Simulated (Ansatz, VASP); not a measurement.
LiF: VASP beside Ansatz

```
CELL_PARAMETERS angstrom
0.00000 2.09456 1.85288
2.09456 0.00000 1.85288
2.09456 2.09456 0.00000
ATOMIC_POSITIONS crystal
Li 0.00000 0.00000 0.00000
F 0.50000 0.50000 0.50000
```

Change from the starting cell: strain +0.040 along x and y, -0.080 along z, atoms carried along.

Alike in both runs: task single point; functional r2SCAN; k mesh 10 × 10 × 10; occupations gaussian, width 0.05 eV; no spin polarisation.

```csv
,VASP,Ansatz
version,VASP 6.6.1,Ansatz 0.2.0
potentials or method,"VASP PAW PBE potentials, release 64 (Li_sv, F), cutoff 520 eV","scalar-relativistic, plane waves, PAW"
valence electrons in the cell,10,10
```

VASP gave:

```
gap on the k mesh at the Fermi level (eV) : 10.12
least direct gap on the mesh (eV)         : 10.12
```

Problem. Estimate Ansatz's values.

Solution. gap on the k mesh at the Fermi level (eV): 9.93; least direct gap on the mesh (eV): 9.93.

VASP's potentials were made for PBE, not for r2SCAN.

Noted on VASP's run: the cutoff is short for stress, so the pressure is rough.
